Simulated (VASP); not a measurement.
# Ba: single point with PBEsol

The system is Ba.

```xyz
1
Lattice="3.9177 0.0000 0.0000 0.0000 3.9177 -0.1469 0.0000 -0.1469 3.9177" Properties=species:S:1:pos:R:3 pbc="T T T"
Ba    0.0000    0.0000    0.0000
```

This cell differs from its parent crystal: strain -0.0750 x Voigt [0, 0, 0, 1, 0, 0].

```yaml
Program: VASP 6.6.1
Task: single point
Functional: PBEsol
Potentials_or_basis: VASP PAW PBE potentials, release 64 (Ba_sv)
Cutoff: 520 eV
k_mesh: 12 × 12 × 12
Occupations: gaussian, width 0.15 eV
Spin: no spin polarisation
```

```
Pressure               : -0.4 GPa
Band gap on the k mesh : zero (band 5 reaches 1.76 eV, above the bottom of band 6 at 1.47 eV)
```

Stress tensor (GPa, compression positive):
```
-0.47  0.00  0.00
 0.00 -0.40 -0.38
 0.00 -0.38 -0.40
```

Levels at points of the mesh, in eV from the Fermi level:
| k point | band 3 | band 4 | band 5 | band 6 | band 7 | band 8 |
| --- | --- | --- | --- | --- | --- | --- |
| (0.00, 0.00, 0.00) | -13.87 | -13.86 | -2.60 | 0.00 | 0.04 | 4.89 |
| (0.50, 0.00, 0.00) | -13.81 | -13.79 | -0.72 | 0.62 | 0.87 | 2.64 |
| (0.00, 0.50, 0.00) | -13.81 | -13.80 | -0.72 | 0.56 | 0.88 | 2.69 |
| (0.50, 0.50, 0.00) | -14.53 | -13.74 | -1.02 | 0.64 | 3.16 | 3.28 |
| (0.00, 0.50, 0.50) | -14.48 | -13.73 | -1.02 | 0.68 | 3.07 | 3.11 |
| (0.50, 0.50, 0.50) | -14.43 | -14.38 | -0.25 | -0.05 | 0.17 | 4.00 |

It took 78 s on 1 thread of Intel(R) Xeon(R) 6975P-C (Granite Rapids), on a shared host, peak memory 0.31 GiB.

Caveat: the cell differs from its parent crystal (strain -0.0750 x Voigt [0, 0, 0, 1, 0, 0]); the PAW data sets were made with another functional, which shifts forces and pressure a little; spin-orbit coupling is left out, which moves the levels of the heavy elements.
